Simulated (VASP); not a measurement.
# Ru (P-1) in VASP: notebook

Runs on Ru. Level: PBE. Tasks: electric field gradients.

All numbers are computed with VASP 6.6.1; they aren't measurements. Logs are shortened: lines on timing, memory, paths and dates and some standing lists are left out, and cuts for length are marked.

## 1. The cell of the first run

The typed cell holds 2 atoms: a = 2.706 Å, b = 2.688 Å, c = 4.282 Å, α = 89.68°, β = 89.14°, γ = 119.35°.

## 2. Electric field gradients, PBE (equal xy, yz and zx shear strains of +1.5 %)

INCAR reads:

```
SYSTEM = Ru
PREC     = Accurate       ! precision mode
ENCUT    = 400            ! plane-wave cutoff, eV
EDIFF    = 1E-8           ! SCF threshold, eV
ISMEAR   = -1             ! smearing method
SIGMA    = 0.03           ! smearing width, eV
LREAL    = .False.        ! projectors in reciprocal space
LASPH    = .True.         ! aspherical terms in the spheres
NELM     = 120            ! most SCF steps
ALGO     = Normal         ! electronic algorithm
ISIF     = 2              ! what is computed and relaxed
LWAVE    = .False.        ! write WAVECAR
LCHARG   = .False.        ! write CHGCAR
GGA      = PE             ! functional
LEFG     = .True.       
NBANDS   = 21             ! bands
GGA_COMPAT= .False.
```

KPOINTS reads:

```
regular mesh
0
Gamma
  14 14 8
  0 0 0
```

POSCAR reads:

```
Ru
1.0
    2.7057993342      0.0202934950      0.0202934950
   -1.3353249849      2.3331442135      0.0074279347
    0.0321142500      0.0321142500      4.2819000000
Ru
2
Direct
    0.3333333333      0.6666666667      0.2500000000
    0.6666666667      0.3333333333      0.7500000000
```

Potentials or basis: VASP PAW PBE potentials, release 64 (Ru_pv).

The run is started by

```sh
> cat potpaw_PBE.64/Ru_pv/POTCAR > POTCAR
> mpirun -np 1 vasp_std > vasp.out
```

OUTCAR:

```text
SYSTEM = Ru
   PREC = Accurate
   ENCUT = 400
   EDIFF = 1E-8
   ISMEAR = -1
   LREAL = .False.
   LASPH = .True.
   NELM = 120
   ISIF = 2
   GGA = PE

 ion  position               nearest neighbor table
   1  0.333  0.667  0.250-   2 2.63   2 2.63   2 2.64   2 2.65   2 2.67   2 2.68
   2  0.667  0.333  0.750-   1 2.63   1 2.63   1 2.64   1 2.65   1 2.67   1 2.68

  LATTYP: Found a triclinic cell.
 ALAT       =     2.7235340034
 B/A-ratio  =     2.3134324065
 C/A-ratio  =     0.9935442435
 COS(alpha) =     0.0009669780
 COS(beta)  =     0.5097255823
 COS(gamma) =     0.6317194118

  Lattice vectors:

 A1 = (  -1.3704743493,  -2.3534377085,  -0.0277214297)
 A2 = (  -0.0030351144,  -4.6544676720,   4.2467506356)
 A3 = (  -2.7057993342,  -0.0202934950,  -0.0202934950)

Analysis of symmetry for initial positions (statically):
=====================================================================
 Subroutine PRICEL returns:
 Original cell was already a primitive cell.

 Routine SETGRP: Setting up the symmetry group for a
 triclinic supercell.

 Subroutine GETGRP returns: Found  2 space group operations
 (whereof  2 operations were pure point group operations)
 out of a pool of  2 trial point group operations.

The static configuration has the point symmetry S_2 .

Analysis of symmetry for dynamics (positions and initial velocities):
=====================================================================
 Subroutine PRICEL returns:
 Original cell was already a primitive cell.

 Routine SETGRP: Setting up the symmetry group for a
 triclinic supercell.

 Subroutine GETGRP returns: Found  2 space group operations
 (whereof  2 operations were pure point group operations)
 out of a pool of  2 trial point group operations.

The dynamic configuration has the point symmetry S_2 .

 Subroutine INISYM returns: Found  2 space group operations
 (whereof  2 operations are pure point group operations),
 and found     1 'primitive' translations

----------------------------------------------------------------------------------------

                                     Primitive cell

  volume of cell :      27.1447

  direct lattice vectors                    reciprocal lattice vectors
     2.705799334  0.020293495  0.020293495     0.368029251  0.210647455 -0.004340075
    -1.335324985  2.333144213  0.007427935    -0.003177156  0.426797906 -0.003177156
     0.032114250  0.032114250  4.281900000    -0.001738714 -0.001738714  0.233567266

  length of vectors
     2.705951531  2.688254064  4.282140850     0.424071593  0.426821556  0.233580209

  position of ions in fractional coordinates (direct lattice)
     0.333333333  0.666666667  0.250000000
     0.666666667  0.333333333  0.750000000

  ion indices of the primitive-cell ions
   primitive index   ion index
                 1           1
                 2           2

----------------------------------------------------------------------------------------

 KPOINTS: regular mesh

Automatic generation of k-mesh.
 Grid dimensions read from file:
 generate k-points for:   14   14    8

 Generating k-lattice:

  Cartesian coordinates                     Fractional coordinates (reciprocal lattice)
     0.026287804  0.015046247 -0.000310005     0.071428571  0.000000000  0.000000000
    -0.000226940  0.030485565 -0.000226940    -0.000000000  0.071428571  0.000000000
    -0.000217339 -0.000217339  0.029195908     0.000000000  0.000000000  0.125000000

  Length of vectors
     0.030290828  0.030487254  0.029197526

  Shift w.r.t. Gamma in fractional coordinates (k-lattice)
     0.000000000  0.000000000  0.000000000

 Subroutine IBZKPT returns following result:
 ===========================================

 Found    788 irreducible k-points:

 Following reciprocal coordinates:
            Coordinates               Weight
  0.000000  0.000000  0.000000      1.000000
  0.071429  0.000000 -0.000000      2.000000
  0.142857  0.000000 -0.000000      2.000000
  0.214286  0.000000 -0.000000      2.000000
  0.285714  0.000000 -0.000000      2.000000
  0.357143  0.000000 -0.000000      2.000000
[... 16 lines left out ...]
  0.000000  0.142857 -0.000000      2.000000
  0.071429  0.142857 -0.000000      2.000000
 [... further k-points ...]
   k-points           NKPTS =    788   k-points in BZ     NKDIM =    788   number of bands    NBANDS=     21
   number of dos      NEDOS =    301   number of ions     NIONS =      2
   total plane-waves  NPLWV =   9072
   dimension x,y,z NGX =    18 NGY =   18 NGZ =   28
   dimension x,y,z NGXF=    36 NGYF=   36 NGZF=   56
   ions per type =               2
   NGX,Y,Z   is equivalent  to a cutoff of  11.06, 11.13, 10.87 a.u.
   NGXF,Y,Z  is equivalent  to a cutoff of  22.12, 22.26, 21.74 a.u.
 SYSTEM =  Ru
   PREC   = accura    normal or accurate (medium, high low for compatibility)
   ISTART =      0    job   : 0-new  1-cont  2-samecut
   ICHARG =      2    charge: 1-file 2-atom 10-const
   ISPIN  =      1    spin polarized calculation?
   LNONCOLLINEAR =      F non collinear calculations
   LSORBIT =      F    spin-orbit coupling
   LASPH  =      T    aspherical Exc in radial PAW
   ENCUT  =  400.0 eV  29.40 Ry    5.42 a.u.   4.41  4.38  6.98*2*pi/ulx,y,z
   NELM   =    120;   NELMIN=  2; NELMDL= -5     # of ELM steps
   EDIFF  = 0.1E-07   stopping-criterion for ELM
   LREAL  =      F    real-space projection
   EDIFFG = 0.1E-06   stopping-criterion for IOM
   NSW    =      0    number of steps for IOM
   IBRION =     -1    ionic relax: 0-MD 1-quasi-New 2-CG
   NFREE  =      0    steps in history (QN), initial steepest desc. (CG)
   ISIF   =      2    stress and relaxation
   ISYM   =      2    0-nonsym 1-usesym 2-fastsym
   POTIM  = 0.5000    time-step for ionic-motion
   TEBEG  =    0.0;   TEEND  =   0.0 temperature during run
   PSTRESS=    0.0 pullay stress
   NELECT =      28.0000    total number of electrons
   NUPDOWN=      -1.0000    fix difference up-down
   EMIN   =  10.00;   EMAX   =-10.00  energy-range for DOS
   EFERMI =   0.00;   METHOD = LEGACY
   ISMEAR =    -1;   SIGMA  =   0.03  broadening in eV -4-tet -1-fermi 0-gaus
   EFERMI_NEDOS =   21; number of points for ismear=-14 and -15
   IALGO  =     38    algorithm
   IMIX   =      4    mixing-type and parameters
     AMIX     =   0.40;   BMIX     =  1.00
     AMIX_MAG =   1.60;   BMIX_MAG =  1.00
  volume/ion in A,a.u.               =      13.57        91.59
  Fermi-wavevector in a.u.,A,eV,Ry     =   1.654115  3.125824 37.226854  2.736097
  Thomas-Fermi vector in A             =   2.742438
   LORBIT       =      0    0 simple, 1 ext, 2 COOP (PROOUT), +10 PAW based schemes
   GGA     = PE    functional components
   LHFCALC =     F    Hartree Fock is set to
   AEXX    =    0.0000 exact exchange contribution
   IVDW    =     0    specifies the selected vdW correction
   LEPSILON=     F    determine dielectric tensor
   LRPA    =     F    only Hartree local field effects (RPA)
 non-spin polarized calculation
  energy-cutoff  :      400.00
  volume of cell :       27.14
 maximum number of plane-waves:       514
 NGX is ok and might be reduce to    18
   NGX =  9   NGY =  9   NGZ = 13

 number of electron      28.0000004 magnetization

 Free energy of the ion-electron system (eV)
  ---------------------------------------------------
  ext. energy  EPLUGINS =         0.00000000
  ---------------------------------------------------
  free energy    TOTEN  =       -18.44669880 eV

  energy without entropy =      -18.44007482  energy(sigma->0) =      -18.44338681

 E-fermi :  12.8345     XC(G=0): -14.1220

 val. band max:       12.8317759056   @ k =   0.2857  -0.1429   0.2500
 cond. band min:      12.8354537020   @ k =  -0.0714   0.5000   0.2500
 fundamental gap:      0.0036777964
 Fermi energy:        12.8345235821

 k-point     1 :       0.0000    0.0000    0.0000
  band No.  band energies     occupation
      1     -30.8081      2.00000
      2     -29.8744      2.00000
      3     -29.8597      2.00000
      4     -29.7099      2.00000
      5     -29.6891      2.00000
      6     -29.6557      2.00000
[... 13 lines left out ...]
     20      23.2758      0.00000
     21      23.3075      0.00000

 k-point     2 :       0.0714    0.0000   -0.0000
  band No.  band energies     occupation
      1     -30.7909      2.00000
      2     -29.9095      2.00000
      3     -29.8721      2.00000
      4     -29.7448      2.00000
      5     -29.6949      2.00000
      6     -29.6656      2.00000
[... 13 lines left out ...]
     20      23.2757      0.00000
     21      23.3025      0.00000

 k-point     3 :       0.1429    0.0000   -0.0000
  band No.  band energies     occupation
      1     -30.7414      2.00000
      2     -30.0104      2.00000
      3     -29.9042      2.00000
      4     -29.8471      2.00000
      5     -29.7096      2.00000
      6     -29.6910      2.00000
[... 13 lines left out ...]
     20      23.2759      0.00000
     21      23.2930      0.00000

 k-point     4 :       0.2143    0.0000   -0.0000
  band No.  band energies     occupation
      1     -30.6646      2.00000
      2     -30.1571      2.00000
      3     -29.9929      2.00000
      4     -29.9492      2.00000
      5     -29.7361      2.00000
      6     -29.7265      2.00000
[... 13 lines left out ...]
     20      23.2761      0.00000
     21      23.2861      0.00000

 k-point     5 :       0.2857    0.0000   -0.0000
  band No.  band energies     occupation
      1     -30.5688      2.00000
      2     -30.3189      2.00000
      3     -30.1501      2.00000
      4     -29.9976      2.00000
      5     -29.7894      2.00000
      6     -29.7537      2.00000
[... 13 lines left out ...]
     20      23.2764      0.00000
     21      23.2819      0.00000
[... 382 lines left out ...]
     20      23.2759      0.00000
     21      23.2956      0.00000

 k-point    22 :      -0.0714    0.0714    0.0000
  band No.  band energies     occupation
      1     -30.7903      2.00000
      2     -29.8990      2.00000
      3     -29.8857      2.00000
      4     -29.7309      2.00000
      5     -29.7133      2.00000
      6     -29.6635      2.00000
[... 13 lines left out ...]
     20      23.2759      0.00000
     21      23.3029      0.00000

 k-point    23 :       0.0000    0.1429   -0.0000
  band No.  band energies     occupation
      1     -30.7402      2.00000
      2     -30.0076      2.00000
      3     -29.9137      2.00000
      4     -29.8432      2.00000
      5     -29.7219      2.00000
      6     -29.6879      2.00000
[... 13 lines left out ...]
     20      23.2758      0.00000
     21      23.2931      0.00000

 k-point    24 :       0.0714    0.1429   -0.0000
  band No.  band energies     occupation
      1     -30.6936      2.00000
      2     -30.0813      2.00000
      3     -29.9903      2.00000
      4     -29.8897      2.00000
      5     -29.7437      2.00000
      6     -29.7140      2.00000
[... 13 lines left out ...]
     20      23.2759      0.00000
     21      23.2885      0.00000

 [... further k-points ...]

------------------------ aborting loop because EDIFF is reached ----------------------------------------

  FORCE on cell =-STRESS in cart. coord.  units (eV):
  Direction    XX          YY          ZZ          XY          YZ          ZX
  --------------------------------------------------------------------------------------
  -------------------------------------------------------------------------------------
  Total        0.7287615      0.7226808      0.4587743     -0.5006075     -0.4923711     -0.4908234
  in kB       43.0140760     42.6551735     27.0784801    -29.5476249    -29.0614810    -28.9701272
  external PRESSURE =      37.5825765 kB  Pullay stress =       0.0000000 kB

 VOLUME and BASIS-vectors are now :
 -----------------------------------------------------------------------------
  energy-cutoff  :      400.00
  volume of cell :       27.14
      direct lattice vectors                 reciprocal lattice vectors
     2.705799334  0.020293495  0.020293495     0.368029251  0.210647455 -0.004340075
    -1.335324985  2.333144213  0.007427935    -0.003177156  0.426797906 -0.003177156
     0.032114250  0.032114250  4.281900000    -0.001738714 -0.001738714  0.233567266

 POSITION                                       TOTAL-FORCE (eV/Angst)
 -----------------------------------------------------------------------------------
      0.01975      1.57022      1.08219        -0.055781     -0.002495      0.010577
      1.38284      0.81533      3.22743         0.055781      0.002495     -0.010577
 -----------------------------------------------------------------------------------
    total drift:                                0.000000     -0.000000      0.000000

  FREE ENERGIE OF THE ION-ELECTRON SYSTEM (eV)
  ---------------------------------------------------
  free  energy   TOTEN  =       -18.4466988023 eV

  energy  without entropy=      -18.4400748236  energy(sigma->0) =      -18.44338681

 Electric field gradients (V/A^2)
---------------------------------------------------------------------
 ion       V_xx      V_yy      V_zz      V_xy      V_xz      V_yz
---------------------------------------------------------------------
   1       6.306     6.842   -13.148     1.927     3.235     3.258
   2       6.306     6.842   -13.148     1.927     3.235     3.258
---------------------------------------------------------------------

 Electric field gradients after diagonalization (V/A^2)
 (convention: |V_zz| > |V_xx| > |V_yy|)
----------------------------------------------------------------------
 ion       V_xx      V_yy      V_zz     asymmetry (V_yy - V_xx)/ V_zz
----------------------------------------------------------------------
   1       9.449     4.632   -14.081       0.342
   2       9.449     4.632   -14.081       0.342
----------------------------------------------------------------------

           NMR quadrupolar parameters

 Cq : quadrupolar parameter    Cq=e*Q*V_zz/h
 eta: asymmetry parameters     (V_yy - V_xx)/ V_zz
 Q  : nuclear electric quadrupole moment in mb (millibarn)
----------------------------------------------------------------------
 ion       Cq(MHz)       eta       Q (mb)
----------------------------------------------------------------------
   1      -0.034       0.342       1.000
   2      -0.034       0.342       1.000
----------------------------------------------------------------------
```

Run time: 3.6 min. Hardware: 1 thread of Intel Xeon Platinum 8259CL at 2.50GHz (Skylake/Cascade Lake), shared host; peak memory 0.33 GiB.

What came out:

```
Free energy                             : -18.4467 eV
Pressure                                : 3.8 GPa
Largest force                           : 0.057 eV/Å
Band gap on the k mesh                  : zero (bands 14 and 15 overlap by 3.17 eV)
Largest electric field gradient by atom : Ru -14.1 V/Å²
```

Forces in eV/Å, atoms in the order of the input:
```
Ru  -0.056 -0.002  0.011
Ru   0.056  0.002 -0.011
```

Electric field gradients, principal values (V/Å²):
```csv
atom,least,middle,greatest (by size)
1 Ru,4.632,9.449,-14.081
2 Ru,4.632,9.449,-14.081
```

Caveat: the cell differs from its parent crystal (equal xy, yz and zx shear strains of +1.5 %); the cell stands under pressure; without QUAD_EFG the Cq values of the log hold for a quadrupole moment of 1 mb, not for the nuclei.

(Continued in part 2 of 2.)
